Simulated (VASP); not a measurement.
# AgCl (I4/mmm) in VASP: further runs

AgCl is run at these levels: PBE; tasks: single point.

All numbers are computed with VASP 6.6.1; they aren't measurements. Logs are shortened: lines on timing, memory, paths and dates and some standing lists are left out, and cuts for length are marked.

## Step 1: The cell of the first run

It takes space group I4/mmm (No. 139, tetragonal). Conventional cell: a = 3.922 Å, b = 3.922 Å, c = 5.768 Å, α = 90.00°, β = 90.00°, γ = 90.00°. Ag (site symmetry 4/mmm) has 6 Cl at 2.77 to 2.88 Å within 3.7 Å. Within 3.7 Å of Cl (site symmetry 4/mmm) lie 6 Ag at 2.77 to 2.88 Å.

## Step 2: Single point, PBE (strain +0.0400 x Voigt [0, 1, 0, 0, 0, 0])

Input file INCAR:

```
PREC = Accurate ; ENCUT = 520
EDIFF = 1E-6 ; ISMEAR = 0
SIGMA = 0.05 ; LREAL = False
LASPH = True ; NELM = 100
ALGO = Normal ; ISIF = 2
LWAVE = False ; LCHARG = False
GGA = PE ; NBANDS = 16
```

Input file KPOINTS:

```
Automatic mesh
0
Gamma
  8 8 8
```

Input file POSCAR:

```
AgCl
1.0
    0.0000000000      2.8840760000      2.7731500000
    2.7731500000      0.0000000000      2.7731500000
    2.7731500000      2.8840760000      0.0000000000
Ag Cl
1 1
Direct
    0.5000000000      0.5000000000      0.5000000000
    0.0000000000      0.0000000000      0.0000000000
```

Potentials or basis: VASP PAW PBE potentials, release 64 (Ag, Cl).

Launch:

```bash
> cat potpaw_PBE.64/Ag/POTCAR potpaw_PBE.64/Cl/POTCAR > POTCAR
> mpirun -np 1 vasp_std > vasp.out
```

OUTCAR:

```text
PREC = Accurate
   ENCUT = 520
   EDIFF = 1E-6
   ISMEAR = 0
   LREAL = False
   LASPH = True
   NELM = 100
   ISIF = 2
   GGA = PE

 ion  position               nearest neighbor table
   1  0.500  0.500  0.500-   2 2.77   2 2.77   2 2.77   2 2.77   2 2.88   2 2.88
   2  0.000  0.000  0.000-   1 2.77   1 2.77   1 2.77   1 2.77   1 2.88   1 2.88

  LATTYP: Found a body centered tetragonal cell.
 ALAT       =     3.9218263405
 C/A-ratio  =     1.4707821049

  Lattice vectors:

 A1 = (   0.0000000000,  -2.8840760000,   2.7731500000)
 A2 = (   0.0000000000,  -2.8840760000,  -2.7731500000)
 A3 = (   2.7731500000,   2.8840760000,   0.0000000000)

Analysis of symmetry for initial positions (statically):
=====================================================================
 Subroutine PRICEL returns:
 Original cell was already a primitive cell.

 Routine SETGRP: Setting up the symmetry group for a
 body centered tetragonal supercell.

 Subroutine GETGRP returns: Found 16 space group operations
 (whereof 16 operations were pure point group operations)
 out of a pool of 16 trial point group operations.

The static configuration has the point symmetry D_4h.

Analysis of symmetry for dynamics (positions and initial velocities):
=====================================================================
 Subroutine PRICEL returns:
 Original cell was already a primitive cell.

 Routine SETGRP: Setting up the symmetry group for a
 body centered tetragonal supercell.

 Subroutine GETGRP returns: Found 16 space group operations
 (whereof 16 operations were pure point group operations)
 out of a pool of 16 trial point group operations.

The dynamic configuration has the point symmetry D_4h.

 Subroutine INISYM returns: Found 16 space group operations
 (whereof 16 operations are pure point group operations),
 and found     1 'primitive' translations

----------------------------------------------------------------------------------------

                                     Primitive cell

  volume of cell :      44.3592

  direct lattice vectors                    reciprocal lattice vectors
     0.000000000  2.884076000  2.773150000    -0.180300380  0.173365750  0.180300380
     2.773150000  0.000000000  2.773150000     0.180300380 -0.173365750  0.180300380
     2.773150000  2.884076000  0.000000000     0.180300380  0.173365750 -0.180300380

  length of vectors
     4.001031779  3.921826340  4.001031779     0.308337701  0.308337701  0.308337701

  position of ions in fractional coordinates (direct lattice)
     0.500000000  0.500000000  0.500000000
     0.000000000  0.000000000  0.000000000

  ion indices of the primitive-cell ions
   primitive index   ion index
                 1           1
                 2           2

----------------------------------------------------------------------------------------

 KPOINTS: Automatic mesh

Automatic generation of k-mesh.
 Grid dimensions read from file:
 generate k-points for:    8    8    8

 Generating k-lattice:

  Cartesian coordinates                     Fractional coordinates (reciprocal lattice)
    -0.022537548  0.021670719  0.022537548     0.125000000  0.000000000 -0.000000000
     0.022537548 -0.021670719  0.022537548     0.000000000  0.125000000  0.000000000
     0.022537548  0.021670719 -0.022537548    -0.000000000  0.000000000  0.125000000

  Length of vectors
     0.038542213  0.038542213  0.038542213

  Shift w.r.t. Gamma in fractional coordinates (k-lattice)
     0.000000000  0.000000000  0.000000000

 Subroutine IBZKPT returns following result:
 ===========================================

 Found     59 irreducible k-points:

 Following reciprocal coordinates:
            Coordinates               Weight
  0.000000  0.000000  0.000000      1.000000
  0.125000  0.000000 -0.000000      8.000000
  0.250000  0.000000 -0.000000      8.000000
  0.375000  0.000000  0.000000      8.000000
  0.500000  0.000000 -0.000000      4.000000
  0.125000  0.125000  0.000000      4.000000
[... 16 lines left out ...]
  0.250000  0.000000  0.125000      8.000000
  0.375000  0.000000  0.125000      8.000000
 [... further k-points ...]
   k-points           NKPTS =     59   k-points in BZ     NKDIM =     59   number of bands    NBANDS=     16
   number of dos      NEDOS =    301   number of ions     NIONS =      2
   total plane-waves  NPLWV =  27000
   dimension x,y,z NGX =    30 NGY =   30 NGZ =   30
   dimension x,y,z NGXF=    60 NGYF=   60 NGZF=   60
   ions per type =               1   1
   NGX,Y,Z   is equivalent  to a cutoff of  12.47, 12.72, 12.47 a.u.
   NGXF,Y,Z  is equivalent  to a cutoff of  24.93, 25.43, 24.93 a.u.
 SYSTEM =  unknown system
   PREC   = accura    normal or accurate (medium, high low for compatibility)
   ISTART =      0    job   : 0-new  1-cont  2-samecut
   ICHARG =      2    charge: 1-file 2-atom 10-const
   ISPIN  =      1    spin polarized calculation?
   LNONCOLLINEAR =      F non collinear calculations
   LSORBIT =      F    spin-orbit coupling
   LASPH  =      T    aspherical Exc in radial PAW
   ENCUT  =  520.0 eV  38.22 Ry    6.18 a.u.   7.44  7.29  7.44*2*pi/ulx,y,z
   NELM   =    100;   NELMIN=  2; NELMDL= -5     # of ELM steps
   EDIFF  = 0.1E-05   stopping-criterion for ELM
   LREAL  =      F    real-space projection
   EDIFFG = 0.1E-04   stopping-criterion for IOM
   NSW    =      0    number of steps for IOM
   IBRION =     -1    ionic relax: 0-MD 1-quasi-New 2-CG
   NFREE  =      0    steps in history (QN), initial steepest desc. (CG)
   ISIF   =      2    stress and relaxation
   ISYM   =      2    0-nonsym 1-usesym 2-fastsym
   POTIM  = 0.5000    time-step for ionic-motion
   TEBEG  =    0.0;   TEEND  =   0.0 temperature during run
   PSTRESS=    0.0 pullay stress
   NELECT =      18.0000    total number of electrons
   NUPDOWN=      -1.0000    fix difference up-down
   EMIN   =  10.00;   EMAX   =-10.00  energy-range for DOS
   EFERMI =   0.00;   METHOD = LEGACY
   ISMEAR =     0;   SIGMA  =   0.05  broadening in eV -4-tet -1-fermi 0-gaus
   EFERMI_NEDOS =   21; number of points for ismear=-14 and -15
   IALGO  =     38    algorithm
   IMIX   =      4    mixing-type and parameters
     AMIX     =   0.40;   BMIX     =  1.00
     AMIX_MAG =   1.60;   BMIX_MAG =  1.00
  volume/ion in A,a.u.               =      22.18       149.68
  Fermi-wavevector in a.u.,A,eV,Ry     =   1.212005  2.290358 19.986372  1.468957
  Thomas-Fermi vector in A             =   2.347503
   LORBIT       =      0    0 simple, 1 ext, 2 COOP (PROOUT), +10 PAW based schemes
   GGA     = PE    functional components
   LHFCALC =     F    Hartree Fock is set to
   AEXX    =    0.0000 exact exchange contribution
   IVDW    =     0    specifies the selected vdW correction
   LEPSILON=     F    determine dielectric tensor
   LRPA    =     F    only Hartree local field effects (RPA)
 non-spin polarized calculation
 Gauss-broadening in eV      SIGMA  =   0.05
  energy-cutoff  :      520.00
  volume of cell :       44.36
 maximum number of plane-waves:      1211
 NGX is ok and might be reduce to    30
   NGX = 15   NGY = 15   NGZ = 15

 number of electron      17.9999996 magnetization

 Free energy of the ion-electron system (eV)
  ---------------------------------------------------
  ext. energy  EPLUGINS =         0.00000000
  ---------------------------------------------------
  free energy    TOTEN  =        -5.39911284 eV

  energy without entropy =       -5.39911284  energy(sigma->0) =       -5.39911284

 E-fermi :   3.6958     XC(G=0):  -9.7583

 val. band max:        3.4511590566   @ k =   0.5000   0.0000  -0.0000
 cond. band min:       4.2627777544   @ k =   0.0000   0.0000   0.0000
 fundamental gap:      0.8116186978
 Fermi energy:         3.6957749198

 k-point     1 :       0.0000    0.0000    0.0000
  band No.  band energies     occupation
      1     -11.5679      2.00000
      2       0.9803      2.00000
      3       1.0656      2.00000
      4       1.0656      2.00000
      5       1.0720      2.00000
      6       1.0778      2.00000
[... 8 lines left out ...]
     15      15.8597      0.00000
     16      16.6869      0.00000

 k-point     2 :       0.1250    0.0000   -0.0000
  band No.  band energies     occupation
      1     -11.5140      2.00000
      2       0.3477      2.00000
      3       0.3873      2.00000
      4       0.4897      2.00000
      5       1.0674      2.00000
      6       1.1077      2.00000
[... 8 lines left out ...]
     15      15.4412      0.00000
     16      16.0469      0.00000

 k-point     3 :       0.2500    0.0000   -0.0000
  band No.  band energies     occupation
      1     -11.3788      2.00000
      2      -0.6112      2.00000
      3      -0.1696      2.00000
      4      -0.0551      2.00000
      5       1.1929      2.00000
      6       1.2106      2.00000
[... 8 lines left out ...]
     15      15.5920      0.00000
     16      15.9286      0.00000

 k-point     4 :       0.3750    0.0000    0.0000
  band No.  band energies     occupation
      1     -11.2359      2.00000
      2      -1.3419      2.00000
      3      -0.5232      2.00000
      4      -0.3979      2.00000
      5       1.3166      2.00000
      6       1.3241      2.00000
[... 8 lines left out ...]
     15      16.3998      0.00000
     16      16.6046      0.00000

 k-point     5 :       0.5000    0.0000   -0.0000
  band No.  band energies     occupation
      1     -11.1742      2.00000
      2      -1.6098      2.00000
      3      -0.6442      2.00000
      4      -0.5155      2.00000
      5       1.3615      2.00000
      6       1.3800      2.00000
[... 8 lines left out ...]
     15      16.9480      0.00000
     16      17.1800      0.00000

 k-point     6 :       0.1250    0.1250    0.0000
  band No.  band energies     occupation
      1     -11.4941      2.00000
      2      -0.1546      2.00000
      3       0.6208      2.00000
      4       0.7336      2.00000
      5       1.0203      2.00000
      6       1.1036      2.00000
[... 8 lines left out ...]
     15      16.9635      0.00000
     16      17.2328      0.00000

 k-point     7 :       0.2500    0.1250    0.0000
  band No.  band energies     occupation
      1     -11.3886      2.00000
      2      -0.7043      2.00000
      3       0.1319      2.00000
      4       0.2807      2.00000
      5       1.0688      2.00000
      6       1.2170      2.00000
[... 8 lines left out ...]
     15      16.6316      0.00000
     16      17.3053      0.00000

 k-point     8 :       0.3750    0.1250    0.0000
  band No.  band energies     occupation
      1     -11.2538      2.00000
      2      -1.1764      2.00000
      3      -0.4025      2.00000
      4      -0.1785      2.00000
      5       1.1923      2.00000
      6       1.3448      2.00000
[... 8 lines left out ...]
     15      17.0566      0.00000
     16      17.3413      0.00000

 k-point     9 :       0.5000    0.1250   -0.0000
  band No.  band energies     occupation
      1     -11.1701      2.00000
      2      -1.4478      2.00000
      3      -0.6131      2.00000
      4      -0.4385      2.00000
      5       1.3118      2.00000
      6       1.3879      2.00000
[... 8 lines left out ...]
     15      17.2426      0.00000
     16      17.9483      0.00000
[... 172 lines left out ...]
 k-point    19 :       0.5000    0.3750   -0.0000
  band No.  band energies     occupation
      1     -11.1491      2.00000
      2      -0.7974      2.00000
      3      -0.0303      2.00000
      4       0.2042      2.00000
      5       0.9690      2.00000
      6       1.4356      2.00000
[... 8 lines left out ...]
     15      18.1055      0.00000
     16      18.7672      0.00000

 k-point    20 :      -0.3750    0.3750    0.0000
  band No.  band energies     occupation
      1     -11.1312      2.00000
      2      -0.6186      2.00000
      3      -0.5868      2.00000
      4      -0.1756      2.00000
      5       1.1649      2.00000
      6       1.4160      2.00000
[... 8 lines left out ...]
     15      17.0187      0.00000
     16      19.1649      0.00000

 k-point    21 :       0.5000    0.5000    0.0000
  band No.  band energies     occupation
      1     -11.1445      2.00000
      2      -0.7274      2.00000
      3       0.3438      2.00000
      4       0.5727      2.00000
      5       0.7591      2.00000
      6       1.2627      2.00000
[... 8 lines left out ...]
     15      18.2755      0.00000
     16      18.6738      0.00000

 k-point    22 :       0.1250    0.0000    0.1250
  band No.  band energies     occupation
      1     -11.5057      2.00000
      2       0.0452      2.00000
      3       0.7523      2.00000
      4       0.7523      2.00000
      5       0.9413      2.00000
      6       1.0930      2.00000
[... 8 lines left out ...]
     15      17.2443      0.00000
     16      17.5271      0.00000

 k-point    23 :       0.2500    0.0000    0.1250
  band No.  band energies     occupation
      1     -11.4074      2.00000
      2      -0.4713      2.00000
      3       0.1820      2.00000
      4       0.2448      2.00000
      5       1.0349      2.00000
      6       1.2245      2.00000
[... 8 lines left out ...]
     15      16.7898      0.00000
     16      17.1745      0.00000

 k-point    24 :       0.3750    0.0000    0.1250
  band No.  band energies     occupation
      1     -11.2708      2.00000
      2      -1.0174      2.00000
      3      -0.3576      2.00000
      4      -0.2546      2.00000
      5       1.1834      2.00000
      6       1.3364      2.00000
[... 8 lines left out ...]
     15      17.0451      0.00000
     16      17.0526      0.00000

 [... further k-points ...]

------------------------ aborting loop because EDIFF is reached ----------------------------------------

  FORCE on cell =-STRESS in cart. coord.  units (eV):
  Direction    XX          YY          ZZ          XY          YZ          ZX
  --------------------------------------------------------------------------------------
  -------------------------------------------------------------------------------------
  Total        0.0026346     -0.1534165      0.0026346     -0.0000000     -0.0000000      0.0000000
  in kB        0.0951590     -5.5411419      0.0951590     -0.0000000     -0.0000000      0.0000000
  external PRESSURE =      -1.7836080 kB  Pullay stress =       0.0000000 kB

 VOLUME and BASIS-vectors are now :
 -----------------------------------------------------------------------------
  energy-cutoff  :      520.00
  volume of cell :       44.36
      direct lattice vectors                 reciprocal lattice vectors
     0.000000000  2.884076000  2.773150000    -0.180300380  0.173365750  0.180300380
     2.773150000  0.000000000  2.773150000     0.180300380 -0.173365750  0.180300380
     2.773150000  2.884076000  0.000000000     0.180300380  0.173365750 -0.180300380

 POSITION                                       TOTAL-FORCE (eV/Angst)
 -----------------------------------------------------------------------------------
      2.77315      2.88408      2.77315        -0.000000      0.000000      0.000000
      0.00000      0.00000      0.00000         0.000000      0.000000      0.000000
 -----------------------------------------------------------------------------------
    total drift:                                0.000000      0.000000      0.000000

  FREE ENERGIE OF THE ION-ELECTRON SYSTEM (eV)
  ---------------------------------------------------
  free  energy   TOTEN  =        -5.3991128377 eV

  energy  without entropy=       -5.3991128377  energy(sigma->0) =       -5.39911284
```

Wall time 21 s (1 thread of Intel Xeon Platinum 8488C (Sapphire Rapids), shared host); peak memory 0.19 GiB.

What came out:

```
Free energy            : -5.3991 eV
Pressure               : -0.2 GPa
Band gap on the k mesh : 0.81 eV (least direct gap 3.02 eV)
```

Stress tensor (GPa, compression positive):
```
 0.01  0.00  0.00
 0.00 -0.55  0.00
 0.00  0.00  0.01
```

Levels at points of the mesh, in eV from the valence-band top:
```
           k point  band 7  band 8  band 9  band 10  band 11  band 12
(0.00, 0.00, 0.00)   -2.33   -2.33   -2.21     0.81    10.68    10.80
(0.50, 0.00, 0.00)   -1.78   -0.24    0.00     4.22     6.22     7.45
(0.50, 0.50, 0.00)   -1.99   -1.96   -1.90     2.32     7.89     8.52
(0.50, 0.00, 0.50)   -1.97   -1.97   -1.92     2.35     8.12     8.13
```

Caveat: the cell differs from its parent crystal (strain +0.0400 x Voigt [0, 1, 0, 0, 0, 0]).

## Step 3: Single point, PBE (strain +0.0350 x Voigt [0, 1, 0, 0, 0, 0])

Input file INCAR:

```
SYSTEM = AgCl
PREC = Accurate
ENCUT = 520
EDIFF = 1E-6
ISMEAR = 0
SIGMA = 0.05
LREAL = .FALSE.
LASPH = .TRUE.
NELM = 80
ALGO = Normal
ISIF = 2
LWAVE = .FALSE.
LCHARG = .FALSE.
GGA = PE
NBANDS = 16
```

Input file KPOINTS:

```
regular mesh
0
G
  8 8 8
  0 0 0
```

Input file POSCAR:

```
AgCl
1.0
    0.0000000000      2.8702102500      2.7731500000
    2.7731500000      0.0000000000      2.7731500000
    2.7731500000      2.8702102500      0.0000000000
Ag Cl
1 1
Direct
    0.5000000000      0.5000000000      0.5000000000
    0.0000000000      0.0000000000      0.0000000000
```

Potentials or basis: VASP PAW PBE potentials, release 64 (Ag, Cl).

Launch:

```bash
> cat potpaw_PBE.64/Ag/POTCAR potpaw_PBE.64/Cl/POTCAR > POTCAR
> mpirun -np 1 vasp_std > vasp.out
```

Run time: 21 s. Hardware: 1 thread of Intel Xeon Platinum 8488C (Sapphire Rapids), shared host; peak memory 0.19 GiB.

It converged, with:

```
Free energy            : -5.3996 eV
Pressure               : 0.0 GPa
Band gap on the k mesh : 0.82 eV (least direct gap 3.04 eV)
```

Stress tensor (GPa, compression positive):
```
 0.17  0.00  0.00
 0.00 -0.36  0.00
 0.00  0.00  0.17
```

Levels at points of the mesh, in eV from the valence-band top:
```
           k point  band 5  band 6  band 7  band 8  band 9  band 10  band 11  band 12  band 13  band 14
(0.00, 0.00, 0.00)   -2.38   -2.38   -2.33   -2.33   -2.22     0.82    10.70    10.81    10.81    12.34
(0.50, 0.00, 0.00)   -2.09   -2.07   -1.78   -0.21    0.00     4.23     6.26     7.47     7.79    13.35
(0.50, 0.50, 0.00)   -2.70   -2.19   -1.99   -1.96   -1.90     2.33     7.91     8.53    10.89    11.41
(0.50, 0.00, 0.50)   -2.74   -2.23   -1.97   -1.97   -1.91     2.35     8.11     8.19    11.41    11.41
```

Caveat: the cell differs from its parent crystal (strain +0.0350 x Voigt [0, 1, 0, 0, 0, 0]). A k mesh can miss the band edges.
